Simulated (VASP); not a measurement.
WC:

```xyz
2
Lattice="0.0000 2.2357 2.2357 2.2357 0.0000 2.2357 2.2357 2.2357 0.0000" Properties=species:S:1:pos:R:3 pbc="T T T"
W     0.0000    0.0000    0.0000
C     2.2357    2.2357    2.2357
```

Base run:

- Program: VASP 6.6.1
- Functional: PBE
- Potentials or basis: VASP PAW PBE potentials, release 64 (W_sv, C)
- Cutoff: 520 eV
- k mesh: 10 × 10 × 10
- Occupations: fermi-dirac, width 0.05 eV
- Spin: no spin polarisation

Its results: band gap on the k mesh zero (band 9 reaches 12.46 eV, above the bottom of band 10 at 9.56 eV); pressure -19.2 GPa.

Question: The run is repeated on the same cell with these changes: functional from PBE to PBEsol. What comes out?

Answer: Band gap on the k mesh zero (band 9 reaches 12.31 eV, above the bottom of band 10 at 9.40 eV); pressure -27.1 GPa.

PBEsol binds more tightly than PBE, so the same cell stands under less pressure.

Caveats: spin-orbit coupling is left out, which moves the levels of the heavy elements; the PAW data sets were made with another functional, which shifts forces and pressure a little (some runs).
